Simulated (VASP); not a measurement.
# ZnSe (Stilleite): single point with PBE+D3(BJ)

ZnSe (Stilleite):

```
Zn Se
1.0
     0.00000    2.88103    2.74165
     2.88103    0.00000    2.74165
     2.88103    2.88103    0.00000
Zn Se
1 1
Direct
  0.00000 0.00000 0.00000
  0.25000 0.25000 0.25000
```

* Program: VASP 6.6.1
* Task: single point
* Functional: PBE
* Dispersion: D3(BJ)
* Potentials or basis: VASP PAW PBE potentials, release 64 (Zn, Se)
* Cutoff: 520 eV
* k mesh: 6 × 6 × 6
* Occupations: fermi-dirac, width 0.02 eV
* Spin: no spin polarisation

```
Pressure                   : -0.2 GPa
Band gap on the k mesh     : 1.17 eV, direct
Dispersion energy per atom : -0.322 eV
```

Stress tensor (GPa, compression positive):
```
-0.70  0.00  0.00
 0.00 -0.70  0.00
 0.00  0.00  0.80
```

Levels at points of the mesh, in eV from the valence-band top:
```
           k point  band 6  band 7  band 8  band 9  band 10  band 11  band 12  band 13
(0.00, 0.00, 0.00)   -6.28   -0.16   -0.16    0.00     1.17     5.69     5.71     5.71
(0.50, 0.00, 0.00)   -6.13   -5.33   -1.11   -0.84     2.41     6.08     6.51     8.49
(0.50, 0.50, 0.00)   -6.07   -4.67   -2.46   -2.46     2.74     3.04    10.93    11.11
(0.50, 0.00, 0.50)   -6.13   -4.95   -2.24   -2.15     2.95     3.51    10.44    10.83
```

It took 19 s on 1 thread of Intel(R) Xeon(R) Platinum 8375C CPU @ 2.90GHz (Ice Lake), with other jobs on the host, peak memory 0.18 GiB.

Caveat: three body term missing.
